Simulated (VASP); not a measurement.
Input of a VASP 6.6.1 run:

The input INCAR:

```
ALGO = Normal
EDIFF = 1E-6
ENCUT = 520
GGA = PE
ISIF = 2
ISMEAR = 0
LASPH = True
LCHARG = False
LREAL = False
LWAVE = False
NBANDS = 18
NELM = 80
PREC = Accurate
SIGMA = 0.01
```

The input KPOINTS:

```
k-points
0
Gamma
  6 6 4
```

POSCAR

```
LiCl
1.0
    3.5749486144      0.0000000000      0.0000000000
   -1.7874743072      3.0959963173      0.0000000000
    0.0000000000      0.0000000000      6.0240820252
Li Cl
2 2
Direct
    0.0000000000      0.0000000000      0.0000000000
    0.0000000000      0.0000000000      0.5000000000
    0.3333333333      0.6666666667      0.2500000000
    0.6666666667      0.3333333333      0.7500000000
```

Potentials or basis: VASP PAW PBE potentials, release 64 (Li_sv, Cl).

Command:

```console
$ cat potpaw_PBE.64/Li_sv/POTCAR potpaw_PBE.64/Cl/POTCAR > POTCAR
$ mpirun -np 1 vasp_std > vasp.out
```

Q: What does it give for the band gap on the k mesh?

A: 6.37 eV.

 A k mesh can miss the band edges.
